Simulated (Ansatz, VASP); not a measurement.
# Pd: VASP beside Ansatz

```xyz
1
Lattice="-0.0194 1.9352 1.9352 1.9352 -0.0194 1.9352 1.9352 1.9352 -0.0194" Properties=species:S:1:pos:R:3 pbc="T T T"
Pd    0.0000    0.0000    0.0000
```

Change from the starting cell: equal xy, yz and zx shear strains of -1 %.

Alike in both runs: task single point; functional LDA; k mesh 18 × 18 × 18; occupations fermi-dirac, width 0.05 eV; no spin polarisation.

```csv
,VASP,Ansatz
version,VASP 6.6.1,Ansatz 0.2.0
potentials or method,"VASP PAW LDA potentials, release 64 (Pd), cutoff 520 eV","all-electron LAPW, scalar-relativistic"
```

Ansatz gave:

| Quantity | Value |
| --- | --- |
| pressure (GPa) | -8.0 |
| traceless stress, the component that is largest in VASP (GPa) | 0.67 |

Q: Estimate VASP's values.

A: Pressure (GPa): -7.7; traceless stress, the component that is largest in VASP (GPa): 0.68.

LDA's correlation is that of Perdew and Zunger in VASP and of Perdew and Wang (1992) in Ansatz. Ansatz ran all-electron here, and VASP with PAW potentials.
